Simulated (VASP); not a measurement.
Input of a VASP 6.6.1 run:

File INCAR:

```
SYSTEM = F
  PREC = Accurate
  ENCUT = 600
  EDIFF = 1E-6
  ISMEAR = -1
  SIGMA = 0.05
  LREAL = .False.
  LASPH = .True.
  NELM = 80
  ALGO = Normal
  ISIF = 3
  LWAVE = .False.
  LCHARG = .False.
  GGA = PS
  IBRION = 2
  NSW = 80
  EDIFFG = -0.01
```

File KPOINTS:

```
regular mesh
0
Gamma
  6 6 3
  0 0 0
```

Contents of POSCAR:

```
F
1.0
    2.7500000000     -1.6400000000      0.0000000000
    2.7500000000      1.6400000000      0.0000000000
   -1.5347200000      0.0000000000      7.1163900000
F
4
Direct
    0.9680000000      0.6020000000      0.0997000000
    0.3980000000      0.0320000000      0.4003000000
    0.0320000000      0.3980000000      0.9003000000
    0.6020000000      0.9680000000      0.5997000000
```

Potentials or basis: VASP PAW PBE potentials, release 64 (F).

Run with:

```bash
$ cat potpaw_PBE.64/F/POTCAR > POTCAR
$ mpirun -np 1 vasp_std > vasp.out
```

Problem. Estimate the band gap on the k mesh.

Solution. 2.77 eV.

Problem. Estimate the space group after relaxing (to 0.1 Å).

Solution. C2/c (No. 15).

Problem. What does it give for the relaxed volume?

Solution. 15.45 Å³/atom.

Final structure:
```
F
1.0
     2.83038   -1.65730    0.17671
     2.83038    1.65730    0.17671
    -1.17678    0.00000    6.51405
F
4
Direct
  0.91736 0.59011 0.09804
  0.40989 0.08264 0.40196
  0.08264 0.40989 0.90196
  0.59011 0.91736 0.59804
```

Caveat: the PAW data sets were made with another functional, which shifts forces and pressure a little. Expect the measured gap to be larger: semilocal functionals such as PBEsol lack the derivative discontinuity.
